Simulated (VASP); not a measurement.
Input of a VASP 6.6.1 run:

The input INCAR:

```
SYSTEM = C
PREC = Accurate
ENCUT = 600
EDIFF = 1E-6
ISMEAR = -1
SIGMA = 0.1
LREAL = .FALSE.
LASPH = .TRUE.
NELM = 120
ALGO = Normal
ISIF = 2
LWAVE = .FALSE.
LCHARG = .FALSE.
GGA = B5
ALDAX = 1.0
AGGAX = 1.0
AGGAC = 1.0
ALDAC = 0.0
IVDW = 12
VDW_S6 = 1.0
VDW_S8 = 2.6996
VDW_A1 = 0.4298
VDW_A2 = 4.2359
NBANDS = 11
GGA_COMPAT = .FALSE.
```

File KPOINTS:

```
regular mesh
0
G
  13 13 4
  0 0 0
```

The input POSCAR:

```
C
1.0
    2.4696125987      0.0000000000      0.0000000000
   -1.2348062993      2.1387472480      0.0000000000
    0.0000000000      0.0000000000      3.4475922881
C
2
Direct
    0.3333333333      0.6666666667      0.0000000000
    0.6666666667      0.3333333333      0.0000000000
```

Potentials or basis: VASP PAW PBE potentials, release 64 (C).

Run with:

```console
$ cat potpaw_PBE.64/C/POTCAR > POTCAR
$ mpirun -np 1 vasp_std > vasp.out
```

Predict the band gap on the k mesh.

0.36 eV, indirect (least direct gap 1.48 eV).

Predict the pressure.

-0.1 GPa.

Estimate the dispersion energy per atom.

-0.286 eV.

Stress tensor (GPa, compression positive):
```
 0.02  0.00  0.00
 0.00  0.02  0.00
 0.00  0.00 -0.32
```

Caveat: the k points lie up to 0.46 Å⁻¹ apart; the PAW data sets were made with another functional, which shifts forces and pressure a little. A k mesh can miss the band edges.
